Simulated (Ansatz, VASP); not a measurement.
# P in VASP and in Ansatz

INCAR

```
PREC = Accurate
ENCUT = 520
EDIFF = 1E-7
ISMEAR = -1
SIGMA = 0.05
LREAL = False
LASPH = True
NELM = 80
ALGO = Normal
ISIF = 2
LWAVE = False
LCHARG = True
LELF = True
LVHAR = True
NBANDS = 18
```

Contents of KPOINTS:

```
Automatic mesh
0
Gamma
  8 8 6
```

POSCAR

```
P
1.0
    1.6586556482     -5.5012310827      0.0000000000
    1.6586556482      5.5012310827      0.0000000000
    0.0000000000      0.0000000000      4.5737267689
P
4
Direct
    0.9041431300      0.0958568700      0.5888151700
    0.0958568700      0.9041431300      0.4111848300
    0.5958568700      0.4041431300      0.0888151700
    0.4041431300      0.5958568700      0.9111848300
```

Contents of input.yaml:

```yaml
crystal:
  lattice:
    - [1.6586556482, -5.5012310827, 0.0]
    - [1.6586556482, 5.5012310827, 0.0]
    - [0.0, 0.0, 4.5737267689]
  atoms:
    - { symbol: P, position: [0.90414313, 0.09585687, 0.58881517] }
    - { symbol: P, position: [0.09585687, 0.90414313, 0.41118483] }
    - { symbol: P, position: [0.59585687, 0.40414313, 0.08881517] }
    - { symbol: P, position: [0.40414313, 0.59585687, 0.91118483] }
kpoints:
  mp_grid: { grid: [8, 8, 6] }
scf:
  occupations: { method: fermi_dirac, width: 0.05 }
hamiltonian:
  xc: lda
  pseudopotentials: { kind: all_electron, lapw: { basis_error: 0.002 } }
output:
  forces: true
  stress: true
  eigenvalues: true
```

Change from the starting cell: volume scaled by 1.02.

Alike in both runs: task single point; functional LDA; k mesh 8 × 8 × 6; occupations fermi-dirac, width 0.05 eV; no spin polarisation.

|  | VASP | Ansatz |
| --- | --- | --- |
| version | VASP 6.6.1 | Ansatz 0.2.0 |
| potentials or method | VASP PAW LDA potentials, release 64 (P), cutoff 520 eV | all-electron LAPW, scalar-relativistic |

VASP gave:

- gap on the k mesh at the Fermi level (eV): 0.02
- least direct gap on the mesh (eV): 0.02
- pressure (GPa): -3.7
- traceless stress, the component that is largest in VASP (GPa): -0.95
- rms of the force components (eV/Å): 0.059

Question: Estimate Ansatz's values.

Answer: gap on the k mesh at the Fermi level (eV): 0.01; least direct gap on the mesh (eV): 0.01; pressure (GPa): -3.4; traceless stress, the component that is largest in VASP (GPa): -0.93; rms of the force components (eV/Å): 0.060.

LDA's correlation is that of Perdew and Zunger in VASP and of Perdew and Wang (1992) in Ansatz. Atom by atom the forces differ by 0.024 eV/Å (rms over components). Ansatz ran all-electron here, and VASP with PAW potentials.
